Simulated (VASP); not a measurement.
# AlGa5N6 (P3m1) in VASP: single point with PBE

Aim: the single point of AlGa5N6 with PBE.

Program: VASP 6.6.1. These are calculated values, not measurements. Logs are shortened: lines on timing, memory, paths and dates and some standing lists are left out, and cuts for length are marked.

### Step 1. The cell of the first run

Symmetry: P3m1, No. 156, trigonal system. Conventional cell: a = 3.203 Å, b = 3.203 Å, c = 15.627 Å, α = 90.00°, β = 90.00°, γ = 120.00°. Within 2.6 Å of Ga (site symmetry 3m) lie 4 N at 1.96 to 1.98 Å. Ga (site symmetry 3m) has 4 N at 1.96 to 1.98 Å within 2.6 Å. Within 2.6 Å of Ga (site symmetry 3m) lie 4 N at 1.96 to 1.98 Å. Ga (site symmetry 3m) has 4 N at 1.96 to 1.98 Å within 2.6 Å. Ga (site symmetry 3m) has 4 N at 1.96 to 1.98 Å within 2.6 Å. Within 2.5 Å of Al (site symmetry 3m) lie 4 N at 1.91 to 1.94 Å. N (site symmetry 3m) has 3 Al at 1.94 Å and 1 Ga at 1.98 Å within 2.6 Å. N (site symmetry 3m) has 1 Al at 1.91 Å and 3 Ga at 1.96 Å within 2.5 Å.

### Step 2. Single point, PBE

Input file INCAR:

```
PREC = Accurate
ENCUT = 520
EDIFF = 1E-6
ISMEAR = 0
SIGMA = 0.02
LREAL = False
LASPH = True
NELM = 80
ALGO = Normal
ISIF = 2
LWAVE = False
LCHARG = True
GGA = PE
LELF = True
LVHAR = True
NBANDS = 61
```

Input file KPOINTS:

```
Automatic mesh
0
Gamma
  12 12 2
```

Input file POSCAR:

```
AlGa5N6
1.0
    3.2033071967      0.0000000000      0.0000000000
   -1.6016535984      2.7741454084      0.0000000000
    0.0000000000      0.0000000000     15.6268147754
Ga Al N
5 1 6
Direct
    0.3333333333      0.6666666667      0.3310823096
    0.3333333333      0.6666666667      0.6671047272
    0.6666666667      0.3333333333      0.4990462720
    0.3333333333      0.6666666667      1.0034002085
    0.6666666667      0.3333333333      0.8351499397
    0.6666666667      0.3333333333      0.1668275934
    0.3333333333      0.6666666667      0.1302426772
    0.6666666667      0.3333333333      0.2888083394
    0.3333333333      0.6666666667      0.4575186424
    0.6666666667      0.3333333333      0.6255538777
    0.3333333333      0.6666666667      0.7936158750
    0.6666666667      0.3333333333      0.9616495379
```

Potentials or basis: VASP PAW PBE potentials, release 64 (Ga_d, Al, N).

Launch:

```bash
cat potpaw_PBE.64/Ga_d/POTCAR potpaw_PBE.64/Al/POTCAR potpaw_PBE.64/N/POTCAR > POTCAR
mpirun -np 1 vasp_std > vasp.out
```

OUTCAR:

```text
PREC = Accurate
   ENCUT = 520
   EDIFF = 1E-6
   ISMEAR = 0
   LREAL = False
   LASPH = True
   NELM = 80
   ISIF = 2
   GGA = PE

 ion  position               nearest neighbor table
   1  0.333  0.667  0.331-   8 1.96   8 1.96   8 1.96   9 1.98
   2  0.333  0.667  0.667-  10 1.96  10 1.96  10 1.96  11 1.98
   3  0.667  0.333  0.499-   9 1.96   9 1.96   9 1.96  10 1.98
   4  0.333  0.667  0.003-  12 1.96  12 1.96  12 1.96   7 1.98
   5  0.667  0.333  0.835-  11 1.96  11 1.96  11 1.96  12 1.98
   6  0.667  0.333  0.167-   8 1.91   7 1.94   7 1.94   7 1.94
   7  0.333  0.667  0.130-   6 1.94   6 1.94   6 1.94   4 1.98
   8  0.667  0.333  0.289-   6 1.91   1 1.96   1 1.96   1 1.96
   9  0.333  0.667  0.458-   3 1.96   3 1.96   3 1.96   1 1.98
  10  0.667  0.333  0.626-   2 1.96   2 1.96   2 1.96   3 1.98
  11  0.333  0.667  0.794-   5 1.96   5 1.96   5 1.96   2 1.98
  12  0.667  0.333  0.962-   4 1.96   4 1.96   4 1.96   5 1.98

  LATTYP: Found a hexagonal cell.
 ALAT       =     3.2033071967
 C/A-ratio  =     4.8783378602

  Lattice vectors:

 A1 = (   3.2033071967,   0.0000000000,   0.0000000000)
 A2 = (  -1.6016535984,   2.7741454084,   0.0000000000)
 A3 = (   0.0000000000,   0.0000000000,  15.6268147754)

Analysis of symmetry for initial positions (statically):
=====================================================================
 Subroutine PRICEL returns:
 Original cell was already a primitive cell.

 Routine SETGRP: Setting up the symmetry group for a
 hexagonal supercell.

 Subroutine GETGRP returns: Found  6 space group operations
 (whereof  6 operations were pure point group operations)
 out of a pool of 24 trial point group operations.

The static configuration has the point symmetry C_3v.

Analysis of symmetry for dynamics (positions and initial velocities):
=====================================================================
 Subroutine PRICEL returns:
 Original cell was already a primitive cell.

 Routine SETGRP: Setting up the symmetry group for a
 hexagonal supercell.

 Subroutine GETGRP returns: Found  6 space group operations
 (whereof  6 operations were pure point group operations)
 out of a pool of 24 trial point group operations.

The dynamic configuration has the point symmetry C_3v.

 Subroutine INISYM returns: Found  6 space group operations
 (whereof  6 operations are pure point group operations),
 and found     1 'primitive' translations

----------------------------------------------------------------------------------------

                                     Primitive cell

  volume of cell :     138.8668

  direct lattice vectors                    reciprocal lattice vectors
     3.203307197  0.000000000  0.000000000     0.312177365  0.180235686  0.000000000
    -1.601653598  2.774145408  0.000000000     0.000000000  0.360471371  0.000000000
     0.000000000  0.000000000 15.626814775     0.000000000  0.000000000  0.063992568

  length of vectors
     3.203307197  3.203307197 15.626814775     0.360471371  0.360471371  0.063992568

  position of ions in fractional coordinates (direct lattice)
     0.333333333  0.666666667  0.331082310
     0.333333333  0.666666667  0.667104727
     0.666666667  0.333333333  0.499046272
     0.333333333  0.666666667  0.003400208
     0.666666667  0.333333333  0.835149940
     0.666666667  0.333333333  0.166827593
     0.333333333  0.666666667  0.130242677
     0.666666667  0.333333333  0.288808339
     0.333333333  0.666666667  0.457518642
     0.666666667  0.333333333  0.625553878
     0.333333333  0.666666667  0.793615875
     0.666666667  0.333333333  0.961649538

  ion indices of the primitive-cell ions
   primitive index   ion index
                 1           1
                 2           2
                 3           3
                 4           4
                 5           5
                 6           6
                 7           7
                 8           8
                 9           9
                10          10
                11          11
                12          12

----------------------------------------------------------------------------------------

 KPOINTS: Automatic mesh

Automatic generation of k-mesh.
 Grid dimensions read from file:
 generate k-points for:   12   12    2

 Generating k-lattice:

  Cartesian coordinates                     Fractional coordinates (reciprocal lattice)
     0.026014780  0.015019640  0.000000000     0.083333333  0.000000000  0.000000000
     0.000000000  0.030039281  0.000000000     0.000000000  0.083333333  0.000000000
     0.000000000  0.000000000  0.031996284     0.000000000  0.000000000  0.500000000

  Length of vectors
     0.030039281  0.030039281  0.031996284

  Shift w.r.t. Gamma in fractional coordinates (k-lattice)
     0.000000000  0.000000000  0.000000000

 Subroutine IBZKPT returns following result:
 ===========================================

 Found     38 irreducible k-points:

 Following reciprocal coordinates:
            Coordinates               Weight
  0.000000  0.000000  0.000000      1.000000
  0.083333 -0.000000  0.000000      6.000000
  0.166667 -0.000000  0.000000      6.000000
  0.250000  0.000000  0.000000      6.000000
  0.333333  0.000000  0.000000      6.000000
  0.416667 -0.000000  0.000000      6.000000
[... 16 lines left out ...]
  0.250000  0.000000  0.500000      6.000000
  0.333333  0.000000  0.500000      6.000000
 [... further k-points ...]
   k-points           NKPTS =     38   k-points in BZ     NKDIM =     38   number of bands    NBANDS=     61
   number of dos      NEDOS =    301   number of ions     NIONS =     12
   total plane-waves  NPLWV =  69120
   dimension x,y,z NGX =    24 NGY =   24 NGZ =  120
   dimension x,y,z NGXF=    48 NGYF=   48 NGZF=  240
   ions per type =               5   1   6
   NGX,Y,Z   is equivalent  to a cutoff of  12.46, 12.46, 12.77 a.u.
   NGXF,Y,Z  is equivalent  to a cutoff of  24.91, 24.91, 25.53 a.u.
 SYSTEM =  unknown system
   PREC   = accura    normal or accurate (medium, high low for compatibility)
   ISTART =      0    job   : 0-new  1-cont  2-samecut
   ICHARG =      2    charge: 1-file 2-atom 10-const
   ISPIN  =      1    spin polarized calculation?
   LNONCOLLINEAR =      F non collinear calculations
   LSORBIT =      F    spin-orbit coupling
   LASPH  =      T    aspherical Exc in radial PAW
   ENCUT  =  520.0 eV  38.22 Ry    6.18 a.u.   5.96  5.96 29.06*2*pi/ulx,y,z
   NELM   =     80;   NELMIN=  2; NELMDL= -5     # of ELM steps
   EDIFF  = 0.1E-05   stopping-criterion for ELM
   LREAL  =      F    real-space projection
   EDIFFG = 0.1E-04   stopping-criterion for IOM
   NSW    =      0    number of steps for IOM
   IBRION =     -1    ionic relax: 0-MD 1-quasi-New 2-CG
   NFREE  =      0    steps in history (QN), initial steepest desc. (CG)
   ISIF   =      2    stress and relaxation
   ISYM   =      2    0-nonsym 1-usesym 2-fastsym
   POTIM  = 0.5000    time-step for ionic-motion
   TEBEG  =    0.0;   TEEND  =   0.0 temperature during run
   PSTRESS=    0.0 pullay stress
   NELECT =      98.0000    total number of electrons
   NUPDOWN=      -1.0000    fix difference up-down
   EMIN   =  10.00;   EMAX   =-10.00  energy-range for DOS
   EFERMI =   0.00;   METHOD = LEGACY
   ISMEAR =     0;   SIGMA  =   0.02  broadening in eV -4-tet -1-fermi 0-gaus
   EFERMI_NEDOS =   21; number of points for ismear=-14 and -15
   IALGO  =     38    algorithm
   IMIX   =      4    mixing-type and parameters
     AMIX     =   0.40;   BMIX     =  1.00
     AMIX_MAG =   1.60;   BMIX_MAG =  1.00
  volume/ion in A,a.u.               =      11.57        78.09
  Fermi-wavevector in a.u.,A,eV,Ry     =   1.457530  2.754332 28.904122  2.124393
  Thomas-Fermi vector in A             =   2.574320
   LORBIT       =      0    0 simple, 1 ext, 2 COOP (PROOUT), +10 PAW based schemes
   GGA     = PE    functional components
   LHFCALC =     F    Hartree Fock is set to
   AEXX    =    0.0000 exact exchange contribution
   IVDW    =     0    specifies the selected vdW correction
   LEPSILON=     F    determine dielectric tensor
   LRPA    =     F    only Hartree local field effects (RPA)
 non-spin polarized calculation
 Gauss-broadening in eV      SIGMA  =   0.02
  energy-cutoff  :      520.00
  volume of cell :      138.87
 maximum number of plane-waves:      3780
 NGX is ok and might be reduce to    24
   NGX = 11   NGY = 11   NGZ = 59

 number of electron      97.9999972 magnetization

 Free energy of the ion-electron system (eV)
  ---------------------------------------------------
  ext. energy  EPLUGINS =         0.00000000
  ---------------------------------------------------
  free energy    TOTEN  =       -75.65129150 eV

  energy without entropy =      -75.65129150  energy(sigma->0) =      -75.65129150

 E-fermi :   5.3527     XC(G=0): -11.4117

 val. band max:        5.2232566254   @ k =   0.0000   0.0000   0.0000
 cond. band min:       7.1955947911   @ k =   0.0000   0.0000   0.0000
 fundamental gap:      1.9723381658
 Fermi energy:         5.3527139119

 k-point     1 :       0.0000    0.0000    0.0000
  band No.  band energies     occupation
      1     -10.5033      2.00000
      2     -10.2378      2.00000
      3     -10.1495      2.00000
      4      -9.8033      2.00000
      5      -9.7358      2.00000
      6      -9.2740      2.00000
[... 53 lines left out ...]
     60      14.6286      0.00000
     61      15.1303      0.00000

 k-point     2 :       0.0833   -0.0000    0.0000
  band No.  band energies     occupation
      1     -10.4374      2.00000
      2     -10.1831      2.00000
      3     -10.0928      2.00000
      4      -9.7752      2.00000
      5      -9.7106      2.00000
      6      -9.2434      2.00000
[... 1406 lines left out ...]
      5      -9.4489      2.00000
      6      -8.9074      2.00000
[... 53 lines left out ...]
     60      13.3275      0.00000
     61      14.0532      0.00000

 [... further k-points ...]

------------------------ aborting loop because EDIFF is reached ----------------------------------------

  FORCE on cell =-STRESS in cart. coord.  units (eV):
  Direction    XX          YY          ZZ          XY          YZ          ZX
  --------------------------------------------------------------------------------------
  -------------------------------------------------------------------------------------
  Total       -0.0151938     -0.0151938      0.0764278      0.0000000     -0.0000000     -0.0000000
  in kB       -0.1752989     -0.1752989      0.8817865      0.0000000     -0.0000000     -0.0000000
  external PRESSURE =       0.1770629 kB  Pullay stress =       0.0000000 kB

 VOLUME and BASIS-vectors are now :
 -----------------------------------------------------------------------------
  energy-cutoff  :      520.00
  volume of cell :      138.87
      direct lattice vectors                 reciprocal lattice vectors
     3.203307197  0.000000000  0.000000000     0.312177365  0.180235686  0.000000000
    -1.601653598  2.774145408  0.000000000     0.000000000  0.360471371  0.000000000
     0.000000000  0.000000000 15.626814775     0.000000000  0.000000000  0.063992568

 POSITION                                       TOTAL-FORCE (eV/Angst)
 -----------------------------------------------------------------------------------
     -0.00000      1.84943      5.17376         0.000000     -0.000000      0.004329
     -0.00000      1.84943     10.42472        -0.000000     -0.000000      0.005006
      1.60165      0.92472      7.79850         0.000000      0.000000      0.003302
     -0.00000      1.84943      0.05313        -0.000000     -0.000000      0.003286
      1.60165      0.92472     13.05073         0.000000      0.000000      0.004991
      1.60165      0.92472      2.60698        -0.000000      0.000000      0.003079
     -0.00000      1.84943      2.03528         0.000000      0.000000      0.010083
      1.60165      0.92472      4.51315        -0.000000      0.000000     -0.016530
     -0.00000      1.84943      7.14956        -0.000000      0.000000     -0.004598
      1.60165      0.92472      9.77541         0.000000     -0.000000     -0.004260
     -0.00000      1.84943     12.40169         0.000000      0.000000     -0.004109
      1.60165      0.92472     15.02752         0.000000      0.000000     -0.004579
 -----------------------------------------------------------------------------------
    total drift:                               -0.000001     -0.000003     -0.001193

  FREE ENERGIE OF THE ION-ELECTRON SYSTEM (eV)
  ---------------------------------------------------
  free  energy   TOTEN  =       -75.6512914987 eV

  energy  without entropy=      -75.6512914987  energy(sigma->0) =      -75.65129150
```

Run time: 9.1 min. Hardware: 1 thread of Intel Xeon 8259CL, shared host; peak memory 0.4 GiB.

What came out:

| Property | Result |
| --- | --- |
| Free energy | -75.6513 eV |
| Pressure | 0.0 GPa |
| Largest force | 0.017 eV/Å |
| Band gap on the k mesh | 1.97 eV, direct |

Forces on the atoms (eV/Å):
```
Ga   0.000  0.000  0.004
Ga   0.000  0.000  0.005
Ga   0.000  0.000  0.003
Ga   0.000  0.000  0.003
Ga   0.000  0.000  0.005
Al   0.000  0.000  0.003
N    0.000  0.000  0.010
N    0.000  0.000 -0.017
N    0.000  0.000 -0.005
N    0.000  0.000 -0.004
N    0.000  0.000 -0.004
N    0.000  0.000 -0.005
```

Levels at points of the mesh, in eV from the valence-band top:
```csv
k point,band 45,band 46,band 47,band 48,band 49,band 50,band 51,band 52,band 53,band 54
"(0.00, 0.00, 0.00)",-0.21,-0.21,-0.10,0.00,0.00,1.97,3.53,3.70,4.25,4.38
"(0.50, 0.00, 0.00)",-1.57,-1.47,-1.43,-1.41,-0.97,3.95,4.22,4.93,5.02,5.07
"(0.00, 0.00, 0.50)",-0.46,-0.16,-0.16,-0.02,-0.02,2.49,2.77,4.16,4.24,4.31
"(0.50, 0.00, 0.50)",-1.83,-1.81,-1.70,-1.14,-1.07,4.25,4.41,4.53,4.83,5.12
```

As with any semilocal functional, this PBE gap is likely too small.
